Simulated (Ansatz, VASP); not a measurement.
# Two plane-wave programs on SrTiO3

File INCAR:

```
SYSTEM = SrTiO3
ALGO     = Normal         ! electronic algorithm
EDIFF    = 1E-7           ! SCF threshold, eV
ENCUT    = 520            ! plane-wave cutoff, eV
GGA      = PE             ! functional
ISIF     = 2              ! what is computed and relaxed
ISMEAR   = 0              ! smearing method
ISPIN    = 2              ! spin polarisation
LASPH    = .TRUE.         ! aspherical terms in the spheres
LCHARG   = .FALSE.        ! write CHGCAR
LMAXMIX  = 4              ! l up to which the mixer works
LORBIT   = 11             ! projections on sites
LREAL    = .FALSE.        ! projectors in reciprocal space
LWAVE    = .FALSE.        ! write WAVECAR
MAGMOM   = 0 0.05 0 0 0   ! initial moments
NBANDS   = 32             ! bands
NELM     = 150            ! most SCF steps
PREC     = Accurate       ! precision mode
SIGMA    = 0.05           ! smearing width, eV
```

The input KPOINTS:

```
k-points
0
G
  8 8 8
  0 0 0
```

POSCAR

```
SrTiO3
1.0
    3.9421116826      0.0000000000      0.0000000000
    0.0000000000      3.9421116826      0.0000000000
    0.0000000000      0.0000000000      3.9421116826
Sr Ti O
1 1 3
Direct
    0.5000000000      0.5000000000      0.5000000000
    0.0000000000      0.0000000000      0.0000000000
    0.5000000000      0.0000000000      0.0000000000
    0.0000000000      0.5000000000      0.0000000000
    0.0000000000      0.0000000000      0.5000000000
```

Input for Ansatz:

```yaml
crystal:
  lattice:
    - [3.9421116826, 0.0, 0.0]
    - [0.0, 3.9421116826, 0.0]
    - [0.0, 0.0, 3.9421116826]
  atoms:
    - { symbol: Sr, position: [0.5, 0.5, 0.5] }
    - { symbol: Ti, position: [0.0, 0.0, 0.0], spin: 0.05 }
    - { symbol: O, position: [0.5, 0.0, 0.0] }
    - { symbol: O, position: [0.0, 0.5, 0.0] }
    - { symbol: O, position: [0.0, 0.0, 0.5] }
basis:
  ecutwfc: 420
  ecutrho_ratio: 4
kpoints:
  mp_grid: { grid: [8, 8, 8] }
hamiltonian:
  xc: pbe
scf:
  occupations: { method: gaussian, width: 0.05 }
output:
  forces: true
  stress: true
  eigenvalues: true
  populations: true
magnetization:
  spin_polarized: true
```

Alike in both runs: task single point; functional PBE; k mesh 8 × 8 × 8; occupations gaussian, width 0.05 eV; collinear spin.

|  | VASP | Ansatz |
| --- | --- | --- |
| version | VASP 6.6.1 | Ansatz 0.2.0 |
| potentials or method | VASP PAW PBE potentials, release 64 (Sr_sv, Ti_sv, O), cutoff 520 eV | scalar-relativistic, plane waves, PAW |
| valence electrons in the cell | 40 | 40 |

|  | VASP | Ansatz | Ansatz less VASP |
| --- | --- | --- | --- |
| gap on the k mesh at the Fermi level (eV) | 1.80 | 1.83 | +0.030 |
| least direct gap on the mesh (eV) | 2.17 | 2.19 | +0.020 |
| pressure (GPa) | -0.1 | -0.7 | -0.60 |
| net moment per atom (μB) | 0.00 | 0.00 | 0.000 |

The functional is the same, so the differences come from potentials, cutoffs and numerics. Ansatz's warnings: seeded moment not kept.
